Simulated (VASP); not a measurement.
Wanted: the native input for a VASP 6.6.1 run.

```yaml
Task: single point
Functional: BLYP
Potentials_or_basis: VASP PAW PBE potentials, release 64 (Re)
Cutoff: 520 eV
k_mesh: 13 × 13 × 13
Occupations: fermi-dirac, width 0.1 eV
Spin: no spin polarisation
Dipole_correction: no
Further_INCAR_settings: ALGO = Normal; EDIFF = 1e-06; NBANDS = 10
```

The structure of Re lies in POSCAR:

```
Re
1.0
    2.5818100199      0.0000000000      0.0000000000
    0.0000000000      2.5818100199      0.0000000000
    0.0000000000      0.0000000000      2.5818100199
Re
1
Direct
    0.0000000000      0.0000000000      0.0000000000
```

This isn't the form of Re at room conditions, which is hcp.

One way to write it, as run:

INCAR

```
SYSTEM = Re
  PREC = Accurate
  ENCUT = 520
  EDIFF = 1E-6
  ISMEAR = -1
  SIGMA = 0.1
  LREAL = .False.
  LASPH = .True.
  NELM = 100
  ALGO = Normal
  ISIF = 2
  LWAVE = .False.
  LCHARG = .False.
  GGA = B5
  ALDAX = 1.0
  AGGAX = 1.0
  AGGAC = 1.0
  ALDAC = 0.0
  NBANDS = 10
```

KPOINTS

```
Automatic mesh
0
Gamma
  13 13 13
  0 0 0
```

Potentials or basis: VASP PAW PBE potentials, release 64 (Re).

The run is started by

```bash
$ cat potpaw_PBE.64/Re/POTCAR > POTCAR
$ mpirun -np 1 vasp_std > vasp.out
```

Results of the run:

* Pressure: 11.1 GPa
* Band gap on the k mesh: zero (an odd number of electrons rules out a gap without spin polarisation)

Caveat: the cell stands under pressure; the PAW data sets were made with another functional, which shifts forces and pressure a little; spin-orbit coupling is left out, which moves the levels of the heavy elements.

Wall time 10 s on 1 thread of Intel(R) Xeon(R) Platinum 8375C CPU @ 2.90GHz (Ice Lake), on a shared host, peak memory 0.13 GiB.
